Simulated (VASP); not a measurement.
Here is a VASP 6.6.1 calculation.

Contents of INCAR:

```
SYSTEM = LiH
PREC = Accurate ; ENCUT = 520
EDIFF = 1E-7 ; ISMEAR = 0
SIGMA = 0.05 ; LREAL = .FALSE.
LASPH = .TRUE. ; NELM = 80
ALGO = Normal ; ISIF = 2
LWAVE = .FALSE. ; LCHARG = .TRUE.
GGA = PE ; LELF = .TRUE.
LVHAR = .TRUE. ; NBANDS = 9
```

KPOINTS

```
regular mesh
0
G
  10 10 10
  0 0 0
```

Contents of POSCAR:

```
LiH
1.0
    0.0000000000      2.0325000000      1.8699000000
    2.0325000000      0.0000000000      1.8699000000
    2.0325000000      2.0325000000      0.0000000000
Li H
1 1
Direct
    0.0000000000      0.0000000000      0.0000000000
    0.5000000000      0.5000000000      0.5000000000
```

Potentials or basis: VASP PAW PBE potentials, release 64 (Li_sv, H).

The run is started by

```bash
$ cat potpaw_PBE.64/Li_sv/POTCAR potpaw_PBE.64/H/POTCAR > POTCAR
$ mpirun -np 1 vasp_std > vasp.out
```

Question: What does it give for the band gap on the k mesh?

Answer: 2.17 eV (least direct gap 2.79 eV).

Caveat: the cell differs from its parent crystal (strain +0.000 along x and y, -0.080 along z). A k mesh can miss the band edges.
